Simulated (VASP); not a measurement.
Set up this calculation in VASP 6.6.1, as the native input.

| Quantity | Value |
| --- | --- |
| Task | single point |
| Functional | PBEsol |
| Potentials or basis | VASP PAW PBE potentials, release 64 (Pb_d, F) |
| Cutoff | 520 eV |
| k mesh | 8 × 8 × 8 |
| Occupations | gaussian, width 0.05 eV |
| Spin | no spin polarisation |
| Dipole correction | no |
| Further INCAR settings | ALGO = Normal; EDIFF = 1e-06; NBANDS = 21 |

The structure of PbF2 lies in POSCAR:

```
PbF2
1.0
    0.0000000000      3.3337117321      2.3569341946
    3.3337117321      0.0000000000      2.3569341946
    3.3337117321      3.3337117321      0.0000000000
Pb F
1 2
Direct
    0.0000000000      0.0000000000      0.0000000000
    0.2500000000      0.2500000000      0.2500000000
    0.7500000000      0.7500000000      0.7500000000
```

This cell differs from its parent crystal: ratio of the length along z to the lengths across it x 0.707, volume and fractional coordinates fixed.

The input as run:

INCAR

```
  PREC = Accurate
  ENCUT = 520
  EDIFF = 1E-6
  ISMEAR = 0
  SIGMA = 0.05
  LREAL = False
  LASPH = True
  NELM = 100
  ALGO = Normal
  ISIF = 2
  LWAVE = False
  LCHARG = False
  GGA = PS
  NBANDS = 21
```

KPOINTS

```
Automatic mesh
0
Gamma
  8 8 8
```

Potentials or basis: VASP PAW PBE potentials, release 64 (Pb_d, F).

Run with:

```console
$ cat potpaw_PBE.64/Pb_d/POTCAR potpaw_PBE.64/F/POTCAR > POTCAR
$ mpirun -np 1 vasp_std > vasp.out
```

It gave:

```yaml
Pressure: -3.1 GPa
Band_gap_on_the_k_mesh: 2.81 eV, indirect (least direct gap 3.17 eV)
```

Caveat: the PAW data sets were made with another functional, which shifts forces and pressure a little; spin-orbit coupling is left out, which moves the levels of the heavy elements.

It took 34 s on 1 thread of Intel(R) Xeon(R) Platinum 8559C (Emerald Rapids), on a shared host, peak memory 0.21 GiB.
